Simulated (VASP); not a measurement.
Input of a VASP 6.6.1 run:

File INCAR:

```
PREC = Accurate
ENCUT = 520
EDIFF = 1E-7
ISMEAR = -1
SIGMA = 0.05
LREAL = False
LASPH = True
NELM = 100
ALGO = Normal
ISIF = 2
LWAVE = False
LCHARG = True
GGA = PE
LELF = True
LVHAR = True
NBANDS = 11
```

The input KPOINTS:

```
regular mesh
0
Gamma
  7 7 7
```

POSCAR

```
BP
1.0
    0.0000000000      2.2690000000      2.2690000000
    2.2690000000      0.0000000000      2.2690000000
    2.2690000000      2.2690000000      0.0000000000
B P
1 1
Direct
    0.0000000000      0.0000000000      0.0000000000
    0.2500000000      0.2500000000      0.2500000000
```

Potentials or basis: VASP PAW PBE potentials, release 64 (B, P).

The run is started by

```sh
$ cat potpaw_PBE.64/B/POTCAR potpaw_PBE.64/P/POTCAR > POTCAR
$ mpirun -np 1 vasp_std > vasp.out
```

(1) Estimate the pressure.

(2) Predict the band gap on the k mesh.

Results:

(1) 0.9 GPa.

(2) 1.24 eV, indirect (least direct gap 3.40 eV).
